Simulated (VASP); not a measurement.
Wanted: the native input for a VASP 6.6.1 run.

| Item | Value |
| --- | --- |
| Task | single point |
| Functional | PBE |
| Potentials or basis | VASP PAW PBE potentials, release 64 (Ca_sv, Se) |
| Cutoff | 520 eV |
| k mesh | 10 × 10 × 10 |
| Occupations | gaussian, width 0.1 eV |
| Spin | no spin polarisation |
| Dipole correction | no |
| Further INCAR settings | ALGO = Normal; EDIFF = 1e-06; NBANDS = 26 |

The structure of Ca3Se lies in POSCAR:

```
Ca3Se
1.0
    5.0425587676      0.0000000000      0.0000000000
    0.0000000000      5.0425587676      0.0000000000
    0.0000000000      0.0000000000      5.0425587676
Ca Se
3 1
Direct
    0.0000000000      0.5000000000      0.5000000000
    0.5000000000      0.0000000000      0.5000000000
    0.5000000000      0.5000000000      0.0000000000
    0.0000000000      0.0000000000      0.0000000000
```

One way to write it, as run:

INCAR

```
PREC     = Accurate       # precision mode
ENCUT    = 520            # plane-wave cutoff, eV
EDIFF    = 1E-6           # SCF threshold, eV
ISMEAR   = 0              # smearing method
SIGMA    = 0.1            # smearing width, eV
LREAL    = False          # projectors in reciprocal space
LASPH    = True           # aspherical terms in the spheres
NELM     = 60             # most SCF steps
ALGO     = Normal         # electronic algorithm
ISIF     = 2              # what is computed and relaxed
LWAVE    = False          # write WAVECAR
LCHARG   = False          # write CHGCAR
GGA      = PE             # functional
NBANDS   = 26             # bands
```

KPOINTS

```
Automatic mesh
0
Gamma
  10 10 10
```

Potentials or basis: VASP PAW PBE potentials, release 64 (Ca_sv, Se).

Run with:

```sh
$ cat potpaw_PBE.64/Ca_sv/POTCAR potpaw_PBE.64/Se/POTCAR > POTCAR
$ mpirun -np 1 vasp_std > vasp.out
```

Results of the run:

The pressure is 0.0 GPa and the band gap on the k mesh is zero (bands 18 and 19 overlap by 1.67 eV).

It took 4.1 min on 1 thread of Intel Xeon 8259CL (shared host), peak memory 0.34 GiB.
